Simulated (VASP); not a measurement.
Wanted: the native input for a VASP 6.6.1 run.

* Task: single point
* Functional: r2SCAN
* Potentials or basis: VASP PAW PBE potentials, release 64 (Li_sv, Ga_d, F, Hf_pv)
* Cutoff: 520 eV
* k mesh: 6 × 6 × 6
* Occupations: fermi-dirac, width 0.0368 eV
* Spin: no spin polarisation
* Dipole correction: no
* Further INCAR settings: ALGO = Normal; EDIFF = 1e-07; NBANDS = 54

Li2HfGaF8:

```xyz
12
Lattice="0.0000 5.0656 0.0000 5.0656 0.0000 0.0000 2.5328 2.5328 -5.2205" Properties=species:S:1:pos:R:3 pbc="T T T"
Li    2.5328    2.5328    0.0000
Li    2.5328    5.0656   -2.6102
Ga    0.0000    0.0000    0.0000
F     3.9902    3.2764   -0.9376
F     5.8092    3.6082   -4.2829
F     1.0754    1.7892   -0.9376
F     4.3220    6.5230   -4.2829
F     3.9947    0.9463   -1.8752
F     3.4791    3.6037   -3.3453
F     1.0709    4.1194   -1.8752
F     6.6522    6.5275   -3.3453
Hf    5.0656    2.5328   -2.6102
```

The input as run:

POSCAR

```
Li2HfGaF8
1.0
    0.0000000000      5.0656130000      0.0000000000
    5.0656130000      0.0000000000      0.0000000000
    2.5328070000      2.5328070000     -5.2204690000
Li Ga F Hf
2 1 8 1
Direct
    0.5000000000      0.5000000000      0.0000000000
    0.7500000000      0.2500000000      0.5000000000
    0.0000000000      0.0000000000      0.0000000000
    0.5570000000      0.6979000000      0.1796000000
    0.3021000000      0.7366000000      0.8204000000
    0.2634000000      0.1225000000      0.1796000000
    0.8775000000      0.4430000000      0.8204000000
    0.0072000000      0.6090000000      0.3592000000
    0.3910000000      0.3664000000      0.6408000000
    0.6336000000      0.0318000000      0.3592000000
    0.9682000000      0.9928000000      0.6408000000
    0.2500000000      0.7500000000      0.5000000000
```

INCAR.step1

```
SYSTEM = Li2HfGaF8
  PREC = Accurate
  ENCUT = 520
  ISMEAR = -1
  SIGMA = 0.0368
  LREAL = .False.
  LASPH = .True.
  NELM = 80
  NBANDS = 54
  GGA = PE
  ALGO = Normal
  EDIFF = 1E-4
  LWAVE = .True.
  LCHARG = .False.
```

INCAR.step2

```
SYSTEM = Li2HfGaF8
  PREC = Accurate
  ENCUT = 520
  EDIFF = 1E-7
  ISMEAR = -1
  SIGMA = 0.0368
  LREAL = .False.
  LASPH = .True.
  NELM = 80
  ALGO = Normal
  ISIF = 2
  LWAVE = .False.
  LCHARG = .False.
  METAGGA = R2SCAN
  LMIXTAU = .True.
  NBANDS = 54
  ISTART = 1
```

KPOINTS

```
Automatic mesh
0
Gamma
  6 6 6
  0 0 0
```

Potentials or basis: VASP PAW PBE potentials, release 64 (Li_sv, Ga_d, F, Hf_pv).

Command:

```bash
$ cat potpaw_PBE.64/Li_sv/POTCAR potpaw_PBE.64/Ga_d/POTCAR potpaw_PBE.64/F/POTCAR potpaw_PBE.64/Hf_pv/POTCAR > POTCAR
$ cp INCAR.step1 INCAR
$ mpirun -np 1 vasp_std > vasp.out
$ cp INCAR.step2 INCAR
$ mpirun -np 1 vasp_std > vasp.out
```

It gave:

```yaml
Largest_force: 0.473 eV/Å
Band_gap_on_the_k_mesh: zero (an odd number of electrons rules out a gap without spin polarisation)
```

Caveat: the PAW data sets were made with another functional, which shifts forces and pressure a little; spin-orbit coupling is left out, which moves the levels of the heavy elements; an odd number of electrons without spin polarisation forces a metal; a magnetic or distorted state may lie lower.

Run time: 13 min on 1 thread of Intel(R) Xeon(R) Platinum 8488C (Sapphire Rapids), on a shared host, peak memory 0.44 GiB.
